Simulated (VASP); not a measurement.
**FeCo3: single point with PBEsol**

Crystal: FeCo3.

```
Fe Co
1.0
     3.58223    0.00000    0.00000
     0.00000    3.58223    0.00000
     0.00000    0.00000    3.58223
Fe Co
1 3
Cartesian
  0.0000 0.0000 0.0000
  1.7911 1.7911 0.0000
  1.7911 0.0000 1.7911
  0.0000 1.7911 1.7911
```

```
Program                : VASP 6.6.1
Task                   : single point
Functional             : PBEsol
Potentials or basis    : VASP PAW PBE potentials, release 64 (Fe, Co)
Cutoff                 : 520 eV
k mesh                 : 12 × 12 × 12
Occupations            : gaussian, width 0.1 eV
Spin                   : no spin polarisation
Dipole correction      : no
Further INCAR settings : ALGO = Normal; EDIFF = 1e-06; NBANDS = 26
```

- Pressure: -31.7 GPa
- Band gap on the k mesh: zero (an odd number of electrons rules out a gap without spin polarisation)

Levels at points of the mesh, in eV from the Fermi level:
```
           k point  band 14  band 15  band 16  band 17  band 18  band 19  band 20  band 21  band 22  band 23
(0.00, 0.00, 0.00)     0.43     0.43     0.43     0.48     0.48     0.75     0.75     0.75     2.69     2.69
(0.50, 0.00, 0.00)    -0.81    -0.63    -0.57    -0.57    -0.33    -0.15     0.10     0.43     0.75     8.12
(0.50, 0.50, 0.00)    -1.00    -1.00    -0.61    -0.59    -0.57    -0.32    -0.32     1.72     1.72     2.01
(0.50, 0.50, 0.50)     0.02     0.02     0.02     0.23     0.23     0.23     0.49     0.49     0.49     0.49
```

Run time: 40 s on 1 thread of Intel(R) Xeon(R) 6975P-C (Granite Rapids) (shared host), peak memory 0.22 GiB.

Caveat: the cell stands under tension; the PAW data sets were made with another functional, which shifts forces and pressure a little; the run has no spin polarisation, though such a crystal can be magnetic. Spin polarisation is off, so any magnetic state and its effect on volume and gap are missing.
